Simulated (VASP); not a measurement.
# Mg3ZnS4 (I4/mmm) in VASP: density of states with PBE

Aim: the density of states of Mg3ZnS4 with PBE.

All numbers are computed with VASP 6.6.1; they aren't measurements. Logs are shortened: lines on timing, memory, paths and dates and some standing lists are left out, and cuts for length are marked.

## 1. The cell of the first run

It takes space group I4/mmm (No. 139, tetragonal). Conventional cell: a = 5.206 Å, b = 5.206 Å, c = 10.385 Å, α = 90.00°, β = 90.00°, γ = 90.00°. Mg (site symmetry -4m2) has 6 S at 2.60 Å within 3.4 Å. Mg (site symmetry 4/mmm) has 6 S at 2.60 to 2.64 Å within 3.4 Å. Zn (site symmetry 4/mmm) has 6 S at 2.55 to 2.60 Å within 3.4 Å. S (site symmetry mmm) has 4 Mg at 2.60 Å and 2 Zn at 2.60 Å within 3.4 Å. Within 3.4 Å of S (site symmetry 4mm) lie 1 Zn at 2.55 Å and 5 Mg at 2.60 to 2.64 Å.

## 2. Density of states, PBE

POSCAR

```
Mg3ZnS4
1.0
   -2.6032072000      2.6032072000      5.1927375000
    2.6032072000     -2.6032072000      5.1927375000
    2.6032072000      2.6032072000     -5.1927375000
Mg Zn S
3 1 4
Direct
    0.7500000000      0.2500000000      0.5000000000
    0.2500000000      0.7500000000      0.5000000000
    0.5000000000      0.5000000000      0.0000000000
    0.0000000000      0.0000000000      0.0000000000
    0.5000000000      0.0000000000      0.5000000000
    0.0000000000      0.5000000000      0.5000000000
    0.2456060000      0.2456060000      0.0000000000
    0.7543940000      0.7543940000      0.0000000000
```

INCAR.step1

```
ALGO     = Normal         # electronic algorithm
EDIFF    = 1E-7           # SCF threshold, eV
ENCUT    = 520            # plane-wave cutoff, eV
GGA      = PE             # functional
ISIF     = 2              # what is computed and relaxed
ISMEAR   = 0              # smearing method
LASPH    = T              # aspherical terms in the spheres
LCHARG   = T              # write CHGCAR
LREAL    = F              # projectors in reciprocal space
LWAVE    = F              # write WAVECAR
NBANDS   = 31             # bands
NELM     = 100            # most SCF steps
PREC     = Accurate       # precision mode
SIGMA    = 0.02           # smearing width, eV
```

KPOINTS.step1

```
k-points
0
Gamma
  8 8 8
```

INCAR.step2

```
ALGO     = Normal         # electronic algorithm
EDIFF    = 1E-7           # SCF threshold, eV
ENCUT    = 520            # plane-wave cutoff, eV
GGA      = PE             # functional
ICHARG   = 11             # starting density
ISIF     = 2              # what is computed and relaxed
ISMEAR   = -5             # smearing method
LASPH    = T              # aspherical terms in the spheres
LCHARG   = F              # write CHGCAR
LORBIT   = 11             # projections on sites
LREAL    = F              # projectors in reciprocal space
LWAVE    = F              # write WAVECAR
NEDOS    = 2001           # points of the DOS
NELM     = 100            # most SCF steps
PREC     = Accurate       # precision mode
SIGMA    = 0.02           # smearing width, eV
```

KPOINTS.step2

```
k-points
0
Gamma
  12 12 12
```

Potentials or basis: VASP PAW PBE potentials, release 64 (Mg, Zn, S).

Command:

```bash
cat potpaw_PBE.64/Mg/POTCAR potpaw_PBE.64/Zn/POTCAR potpaw_PBE.64/S/POTCAR > POTCAR
cp INCAR.step1 INCAR
cp KPOINTS.step1 KPOINTS
mpirun -np 1 vasp_std > vasp.out
cp INCAR.step2 INCAR
cp KPOINTS.step2 KPOINTS
mpirun -np 1 vasp_std > vasp.out
```

OUTCAR:

```text
EDIFF = 1E-7
   ENCUT = 520
   GGA = PE
   ICHARG = 11
   ISIF = 2
   ISMEAR = -5
   LASPH = T
   LORBIT = 11
   LREAL = F
   NELM = 100
   PREC = Accurate

 ion  position               nearest neighbor table
   1  0.750  0.250  0.500-   5 2.60   6 2.60   8 2.60   7 2.60   8 2.60   7 2.60
   2  0.250  0.750  0.500-   5 2.60   6 2.60   8 2.60   7 2.60   8 2.60   7 2.60
   3  0.500  0.500  0.000-   5 2.60   6 2.60   5 2.60   6 2.60   7 2.64   8 2.64
   4  0.000  0.000  0.000-   7 2.55   8 2.55   5 2.60   6 2.60   6 2.60   5 2.60
   5  0.500  0.000  0.500-   1 2.60   2 2.60   3 2.60   4 2.60   3 2.60   4 2.60
   6  0.000  0.500  0.500-   1 2.60   2 2.60   3 2.60   4 2.60   4 2.60   3 2.60
   7  0.246  0.246  0.000-   4 2.55   2 2.60   1 2.60   1 2.60   2 2.60   3 2.64
   8  0.754  0.754  0.000-   4 2.55   2 2.60   1 2.60   1 2.60   2 2.60   3 2.64

  LATTYP: Found a body centered tetragonal cell.
 ALAT       =     5.2064144000
 C/A-ratio  =     1.9947461347

  Lattice vectors:

 A1 = (  -2.6032072000,   2.6032072000,   5.1927375000)
 A2 = (   2.6032072000,  -2.6032072000,   5.1927375000)
 A3 = (   2.6032072000,   2.6032072000,  -5.1927375000)

Analysis of symmetry for initial positions (statically):
=====================================================================
 Subroutine PRICEL returns:
 Original cell was already a primitive cell.

 Routine SETGRP: Setting up the symmetry group for a
 body centered tetragonal supercell.

 Subroutine GETGRP returns: Found 16 space group operations
 (whereof 16 operations were pure point group operations)
 out of a pool of 16 trial point group operations.

The static configuration has the point symmetry D_4h.

Analysis of symmetry for dynamics (positions and initial velocities):
=====================================================================
 Subroutine PRICEL returns:
 Original cell was already a primitive cell.

 Routine SETGRP: Setting up the symmetry group for a
 body centered tetragonal supercell.

 Subroutine GETGRP returns: Found 16 space group operations
 (whereof 16 operations were pure point group operations)
 out of a pool of 16 trial point group operations.

The dynamic configuration has the point symmetry D_4h.

 Subroutine INISYM returns: Found 16 space group operations
 (whereof 16 operations are pure point group operations),
 and found     1 'primitive' translations

----------------------------------------------------------------------------------------

                                     Primitive cell

  volume of cell :     140.7582

[... 116 lines left out ...]
   EFERMI =   0.00;   METHOD = LEGACY
   ISMEAR =    -5;   SIGMA  =   0.02  broadening in eV -4-tet -1-fermi 0-gaus
   EFERMI_NEDOS =   21; number of points for ismear=-14 and -15
   IALGO  =     38    algorithm
   IMIX   =      4    mixing-type and parameters
     AMIX     =   0.40;   BMIX     =  1.00
     AMIX_MAG =   1.60;   BMIX_MAG =  1.00
  volume/ion in A,a.u.               =      17.59       118.74
  Fermi-wavevector in a.u.,A,eV,Ry     =   1.093956  2.067278 16.282642  1.196740
  Thomas-Fermi vector in A             =   2.230252
   LORBIT       =     11    0 simple, 1 ext, 2 COOP (PROOUT), +10 PAW based schemes
   GGA     = PE    functional components
   LHFCALC =     F    Hartree Fock is set to
   AEXX    =    0.0000 exact exchange contribution
   IVDW    =     0    specifies the selected vdW correction
   LEPSILON=     F    determine dielectric tensor
   LRPA    =     F    only Hartree local field effects (RPA)
 non-spin polarized calculation
 Fermi weights with tetrahedron method with Bloechl corrections
  energy-cutoff  :      520.00
  volume of cell :      140.76
 maximum number of plane-waves:      3832

 number of electron      41.9999991 magnetization

 Free energy of the ion-electron system (eV)
  ---------------------------------------------------
  ext. energy  EPLUGINS =         0.00000000
  ---------------------------------------------------
  free energy    TOTEN  =       -31.67577584 eV

  energy without entropy =      -31.67577584  energy(sigma->0) =      -31.67577584

 E-fermi :   3.7356     XC(G=0):  -9.8936

 val. band max:        3.7283731762   @ k =   0.5000   0.5000  -0.0000
 cond. band min:       4.6688696441   @ k =   0.5000   0.5000   0.5000
 fundamental gap:      0.9404964678
 Fermi energy:         3.7355596236

 k-point     1 :       0.0000    0.0000    0.0000
  band No.  band energies     occupation
      1      -9.2310      2.00000
      2      -7.5522      2.00000
      3      -7.5235      2.00000
      4      -7.4698      2.00000
      5      -2.2294      2.00000
      6      -2.2279      2.00000
[... 685 lines left out ...]
     25       9.2077      0.00000
     26       9.6050      0.00000

 [... further k-points ...]
[... 5 lines left out ...]
  --------------------------------------------------------------------------------------
  -------------------------------------------------------------------------------------
  Total       -0.2056216     -0.2056216     -0.1813192      0.0000000      0.0000000      0.0000000
  in kB       -2.3404830     -2.3404830     -2.0638617      0.0000000      0.0000000      0.0000000
  external PRESSURE =      -2.2482759 kB  Pullay stress =       0.0000000 kB

 VOLUME and BASIS-vectors are now :
 -----------------------------------------------------------------------------
  energy-cutoff  :      520.00
  volume of cell :      140.76
      direct lattice vectors                 reciprocal lattice vectors
    -2.603207200  2.603207200  5.192737500     0.000000000  0.192070766  0.096288326
     2.603207200 -2.603207200  5.192737500     0.192070766  0.000000000  0.096288326
     2.603207200  2.603207200 -5.192737500     0.192070766  0.192070766  0.000000000

 POSITION                                       TOTAL-FORCE (eV/Angst)
 -----------------------------------------------------------------------------------
      0.00000      2.60321      2.59637         0.000000      0.000000      0.000000
      2.60321      0.00000      2.59637         0.000000      0.000000     -0.000000
      0.00000      0.00000      5.19274         0.000000      0.000000     -0.000000
      0.00000      0.00000      0.00000         0.000000      0.000000      0.000000
      0.00000      2.60321      0.00000         0.000000      0.000000      0.000000
      2.60321      0.00000      0.00000         0.000000      0.000000     -0.000000
      0.00000      0.00000      2.55073         0.000000      0.000000      0.015788
      0.00000      0.00000      7.83474        -0.000000     -0.000000     -0.015788
 -----------------------------------------------------------------------------------
    total drift:                                0.000000      0.000000      0.000000

  FREE ENERGIE OF THE ION-ELECTRON SYSTEM (eV)
  ---------------------------------------------------
  free  energy   TOTEN  =       -31.6757758429 eV

  energy  without entropy=      -31.6757758429  energy(sigma->0) =      -31.67577584

 total charge

# of ion       s       p       d       tot
------------------------------------------
    1        0.137   0.127   0.039   0.304
    2        0.137   0.127   0.039   0.304
    3        0.137   0.124   0.038   0.298
    4        0.438   0.333   9.810  10.581
    5        1.322   2.461   0.000   3.783
    6        1.322   2.461   0.000   3.783
    7        1.318   2.480   0.000   3.798
    8        1.318   2.480   0.000   3.798
--------------------------------------------------
tot          6.128  10.593   9.927  26.648
```

It took 15 min on 1 thread of Intel Xeon Platinum 8375C at 2.90GHz (Ice Lake), shared host; peak memory 0.74 GiB.

Results:

- Valence electrons inside the program's atomic spheres: Mg 0.30; Zn 10.58; S 3.78, 3.80
